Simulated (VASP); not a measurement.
# H22CO11 in VASP: further runs, part 3 of 3

VASP 6.6.1. Earlier steps stand in the parts before.

## 7. Single point, LDA

The input, INCAR:

```
SYSTEM = H22CO11
ALGO = Normal
EDIFF = 1E-7
ENCUT = 520
GGA = CA
ISIF = 2
ISMEAR = -1
LASPH = .True.
LCHARG = .True.
LELF = .True.
LREAL = Auto
LVHAR = .True.
LWAVE = .False.
NBANDS = 69
NELM = 80
PREC = Accurate
SIGMA = 0.05
```

The input, KPOINTS:

```
k-points
0
Gamma
  1 1 1
  0 0 0
```

The input, POSCAR:

```
H22CO11
1.0
    6.6099640000      0.0000000000      0.0000000000
    0.0000000000      6.6099640000      0.0000000000
    0.0000000000      0.0000000000      6.6099640000
O H C
11 22 1
Direct
    0.4187466074      0.7450418792      0.6240729904
    0.2841921681      0.1140096981     -0.1324364248
    0.9766013854      0.4086557809      0.0275644466
    0.8354054576      0.6146175683      0.4884141578
    0.9600354858      0.3897600653      0.7669330726
    0.4607438104      0.2201373563      0.3980505794
    0.6178399761      0.9602170299      0.3741926582
   -0.0413315413      0.1396528030      0.3503196084
    0.5430740621      0.3267642607      0.6484755439
    0.2103491033      0.7773113439      0.3279745548
    1.0026529645      0.8273721309      0.9396722887
    0.7969634933      0.2796384368      0.2723766726
    0.2244641574      0.6292318687      0.3916965357
    0.3339352529      0.1696680950      0.2394112888
    0.1541612027     -0.1469145672     -0.1625273602
    1.0678272983      0.2513629424     -0.0229955867
    0.9208068304      0.2558864163      0.2248272457
    0.6483242571      0.5667504392      0.4003047520
    0.7231052998      0.7389450230      0.6315616848
    1.0514883288      0.2487154242      0.6083542966
    1.3057408482     -0.0120272970      0.4554639027
    0.1546907063     -0.0204237118      0.4007737410
    0.2665218752      0.3351758043      0.6979160552
    0.7798075754      0.8257836200      0.3531335420
    0.5921363566      1.1610955824      0.5669319833
   -0.1598495847      0.1134499371      0.4337996395
   -0.0365660085     -0.5624992814      0.4013940167
    0.6440882280      0.5658729760      1.0421539361
    0.4076119023      0.3744044597      0.5167350382
    0.3439958221      0.6221062626     -0.0443118904
    0.3216507684      0.7363580195      0.1671264775
    0.7614867494      0.7413202250      1.1280545552
    0.6876739419      0.7401250597      0.8008213055
    0.7997169122      0.7557075954      0.9583259455
```

Potentials or basis: VASP PAW LDA potentials, release 64 (O, H, C).

On the command line:

```bash
$ cat potpaw_LDA.64/O/POTCAR potpaw_LDA.64/H/POTCAR potpaw_LDA.64/C/POTCAR > POTCAR
$ mpirun -np 1 vasp_gam > vasp.out
```

OUTCAR:

```text
SYSTEM = H22CO11
   EDIFF = 1E-7
   ENCUT = 520
   GGA = CA
   ISIF = 2
   ISMEAR = -1
   LASPH = .True.
   LREAL = Auto
   NELM = 80
   PREC = Accurate

 ion  position               nearest neighbor table
   1  0.419  0.745  0.624-
   2  0.284  0.114  0.868-
   3  0.977  0.409  0.028-  16 1.25   5 1.73
   4  0.835  0.615  0.488-  18 1.40
   5  0.960  0.390  0.767-   3 1.73
   6  0.461  0.220  0.398-  29 1.33  14 1.38   9 1.88
   7  0.618  0.960  0.374-  24 1.40
   8  0.959  0.140  0.350-  26 0.97  17 1.16
   9  0.543  0.327  0.648-  25 1.26  29 1.29   6 1.88
  10  0.210  0.777  0.328-  13 1.07  31 1.32
  11  0.003  0.827  0.940-  15 1.22  34 1.43
  12  0.797  0.280  0.272-
  13  0.224  0.629  0.392-  10 1.07
  14  0.334  0.170  0.239-   6 1.38
  15  0.154  0.853  0.837-  11 1.22
  16  0.068  0.251  0.977-   3 1.25
  17  0.921  0.256  0.225-   8 1.16
  18  0.648  0.567  0.400-   4 1.40
  19  0.723  0.739  0.632-
  20  0.051  0.249  0.608-
  21  0.306  0.988  0.455-
  22  0.155  0.980  0.401-
  23  0.267  0.335  0.698-
  24  0.780  0.826  0.353-   7 1.40
[... 238 lines left out ...]
 fundamental gap:      0.0769990145
 Fermi energy:        -1.5901497343

 k-point     1 :       0.0000    0.0000    0.0000
  band No.  band energies     occupation
      1     -23.2374      2.00000
      2     -21.1607      2.00000
      3     -21.0801      2.00000
      4     -20.6383      2.00000
      5     -20.5282      2.00000
      6     -19.5653      2.00000
[... 50 lines left out ...]
     57       2.4773      0.00000
     58       3.3473      0.00000
 [bands above 58 left out]

------------------------ aborting loop because EDIFF is reached ----------------------------------------

  FORCE on cell =-STRESS in cart. coord.  units (eV):
  Direction    XX          YY          ZZ          XY          YZ          ZX
  --------------------------------------------------------------------------------------
  -------------------------------------------------------------------------------------
  Total      -35.4473166    -27.5267885    -22.3604935      3.5723196     -6.7524032      6.2668295
  in kB     -196.6512287   -152.7104812   -124.0494043     19.8181727    -37.4603358     34.7665166
  external PRESSURE =    -157.8037047 kB  Pullay stress =       0.0000000 kB

 VOLUME and BASIS-vectors are now :
 -----------------------------------------------------------------------------
  energy-cutoff  :      520.00
  volume of cell :      288.80
      direct lattice vectors                 reciprocal lattice vectors
     6.609964000  0.000000000  0.000000000     0.151286754  0.000000000  0.000000000
     0.000000000  6.609964000  0.000000000     0.000000000  0.151286754  0.000000000
     0.000000000  0.000000000  6.609964000     0.000000000  0.000000000  0.151286754

 POSITION                                       TOTAL-FORCE (eV/Angst)
 -----------------------------------------------------------------------------------
      2.76790      4.92470      4.12510         1.496833     -0.169388      0.951034
      1.87850      0.75360      5.73456        -2.007453      1.225493     -0.280534
      6.45530      2.70120      0.18220         1.565958     -3.824443     -2.211689
      5.52200      4.06260      3.22840        -3.051789     -1.403388     -2.834791
      6.34580      2.57630      5.06940         0.332423      0.006708     -1.285696
      3.04550      1.45510      2.63110        -5.297578     -0.818898     -5.971111
[... 26 lines left out ...]
      4.54550      4.89220      5.29340         0.606989      0.445150      2.467260
      5.28610      4.99520      6.33450         4.516574      1.249873     -1.841408
 -----------------------------------------------------------------------------------
    total drift:                                0.005662     -0.006077      0.004763

  FREE ENERGIE OF THE ION-ELECTRON SYSTEM (eV)
  ---------------------------------------------------
  free  energy   TOTEN  =      -129.9748124941 eV

  energy  without entropy=     -129.8085893781  energy(sigma->0) =     -129.89170094
```

It took 94 s on 1 thread of Intel Xeon 8259CL, shared host; peak memory 0.26 GiB.

Results:

- Free energy: -129.9748 eV
- Pressure: -15.8 GPa
- Largest force: 8.024 eV/Å

Forces on the atoms (eV/Å):
```
O    1.497 -0.169  0.951
O   -2.007  1.225 -0.281
O    1.566 -3.824 -2.212
O   -3.052 -1.403 -2.835
O    0.332  0.007 -1.286
O   -5.298 -0.819 -5.971
O    4.031 -2.889  0.468
O    3.746  0.001  0.219
O    0.180 -0.174  0.656
O    1.044 -2.450 -3.903
O   -3.243 -1.349 -0.066
H   -3.001  1.428  0.203
H   -0.078  2.517  0.253
H    2.289  1.032  1.957
H   -2.176  0.374  0.934
H    0.123  1.756  0.619
H    1.876 -0.300 -1.395
H    3.498  0.719  2.304
H   -0.269 -1.468 -1.776
H   -0.492  1.474  3.023
H    0.810 -0.075  0.537
H   -0.079 -0.541 -0.189
H    0.573 -2.137  1.902
H   -2.609  1.648  0.884
H   -1.265  2.333  1.442
H   -2.069 -1.267  0.751
H   -2.081  2.273  1.284
H   -0.063 -0.236 -0.696
H    2.167 -1.341  0.614
H    0.972  0.304  0.079
H   -1.892  0.595  1.875
H   -0.155  1.061 -0.971
H    0.607  0.445  2.467
C    4.517  1.250 -1.841
```

Stress tensor (GPa, compression positive):
```
-19.67   1.98   3.48
  1.98 -15.27  -3.75
  3.48  -3.75 -12.40
```

Caveat: the k points lie up to 0.95 Å⁻¹ apart, too coarse for converged energies, forces and pressures.

## 8. Overview

```tsv
cell	gap on the mesh (eV)	pressure (GPa)	largest force (eV/Å)
as given, atomic positions A	3.25	-0.7	2.58
as given, atomic positions B	3.58	0.9	2.13
as given, atomic positions C	3.43	2.7	3.06
as given, atomic positions D	-	-5.0	14.19
as given, atomic positions E	-	-13.3	10.01
as given, atomic positions F	-	-15.8	8.02
```

Alike in all rows: task single point; level LDA; potentials or basis VASP PAW LDA potentials, release 64 (O, H, C); no spin polarisation; k mesh 1 × 1 × 1; cutoff (eV) 520; smearing fermi-dirac 0.05 eV.

Caveats: all runs use coarse meshes.

Total energies depend on the potentials used, so only differences within one code and one set of settings carry meaning.
